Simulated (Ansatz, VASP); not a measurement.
InSe in VASP and in Ansatz

INCAR

```
SYSTEM = InSe
PREC = Accurate
ENCUT = 520
EDIFF = 1E-7
ISMEAR = -1
SIGMA = 0.01
LREAL = .FALSE.
LASPH = .TRUE.
NELM = 80
ALGO = Normal
ISIF = 2
LWAVE = .FALSE.
LCHARG = .FALSE.
GGA = PE
NBANDS = 27
```

The input KPOINTS:

```
regular mesh
0
G
  7 7 7
  0 0 0
```

The input POSCAR:

```
InSe
1.0
    1.9729693145      1.1390943648      8.2042687889
   -1.9729693145      1.1390943648      8.2042687889
    0.0000000000     -2.2781887297      8.2042687889
In Se
2 2
Direct
    0.0000000000      0.0000000000      0.0000000000
    0.1122000000      0.1122000000      0.1122000000
    0.6155000000      0.6155000000      0.6155000000
    0.8300000000      0.8300000000      0.8300000000
```

Input for Ansatz:

```yaml
crystal:
  lattice:
    - [1.9729693145, 1.1390943648, 8.2042687889]
    - [-1.9729693145, 1.1390943648, 8.2042687889]
    - [0.0, -2.2781887297, 8.2042687889]
  atoms:
    - { symbol: In, position: [0.0, 0.0, 0.0] }
    - { symbol: In, position: [0.1122, 0.1122, 0.1122] }
    - { symbol: Se, position: [0.6155, 0.6155, 0.6155] }
    - { symbol: Se, position: [0.83, 0.83, 0.83] }
kpoints:
  mp_grid: { grid: [7, 7, 7] }
  band_path:
    path:
      - [0.0, 0.0, 0.0]
      - [-0.5, -0.5, -0.5]
      - [-0.5, -0.1795180059, -0.8204819941]
      - [-0.1795180059, 0.1795180059, -0.5]
      - [0.0, 0.0, -0.5]
      - [0.0, 0.0, 0.0]
      - [0.0, 0.3397590029, -0.3397590029]
      - [-0.3397590029, 0.0, -0.6602409971]
      - [-0.5, 0.0, -0.5]
    npoints: 5
scf:
  occupations: { method: fermi_dirac, width: 0.01 }
hamiltonian:
  xc: pbe
  pseudopotentials: { kind: all_electron, lapw: { basis_error: 0.001 } }
output:
  forces: true
  stress: true
  eigenvalues: true
```

Change from the starting cell: volume scaled by 0.96.

Alike in both runs: task single point; functional PBE; k mesh 7 × 7 × 7; occupations fermi-dirac, width 0.01 eV; no spin polarisation.

```csv
,VASP,Ansatz
version,VASP 6.6.1,Ansatz 0.2.0
potentials or method,"VASP PAW PBE potentials, release 64 (In_d, Se), cutoff 520 eV","all-electron LAPW, scalar-relativistic"
```

|  | VASP | Ansatz | Ansatz less VASP |
| --- | --- | --- | --- |
| gap on the k mesh at the Fermi level (eV) | 0.83 | 0.85 | +0.012 |
| pressure (GPa) | 5.5 | 5.5 | -0.05 |
| traceless stress, the component that is largest in VASP (GPa) | -0.59 | -0.59 | +0.005 |
| rms of the force components (eV/Å) | 0.263 | 0.253 | -0.0097 |

Atom by atom the forces differ by 0.010 eV/Å (rms over components). Ansatz ran all-electron here, and VASP with PAW potentials.
